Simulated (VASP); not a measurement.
A run of VASP 6.6.1 is set up as follows.

INCAR

```
  PREC = Accurate
  ENCUT = 520
  EDIFF = 1E-6
  ISMEAR = 1
  SIGMA = 0.01
  LREAL = F
  LASPH = T
  NELM = 60
  ALGO = Normal
  ISIF = 2
  LWAVE = F
  LCHARG = T
  GGA = PS
  IVDW = 12
  LELF = T
  LVHAR = T
  NBANDS = 16
```

Contents of KPOINTS:

```
regular mesh
0
Gamma
  6 6 6
```

File POSCAR:

```
Li3Al2
1.0
    2.2169470600      1.2799549800      4.7063649800
   -2.2169470600      1.2799549800      4.7063649800
    0.0000000000     -2.5599099700      4.7063649800
Li Al
3 2
Direct
    0.5977897500      0.5977897500      0.5977897500
    0.4022102500      0.4022102500      0.4022102500
    0.0000000000      0.0000000000      0.0000000000
    0.1963518300      0.1963518300      0.1963518300
    0.8036481700      0.8036481700      0.8036481700
```

Potentials or basis: VASP PAW PBE potentials, release 64 (Li_sv, Al).

Launch:

```sh
$ cat potpaw_PBE.64/Li_sv/POTCAR potpaw_PBE.64/Al/POTCAR > POTCAR
$ mpirun -np 1 vasp_std > vasp.out
```

(1) What does it give for the dispersion energy per atom?

(2) What does it give for the largest force?

Answers

(1) -0.236 eV.

(2) 0.099 eV/Å.

Caveat: the PAW data sets were made with another functional, which shifts forces and pressure a little.
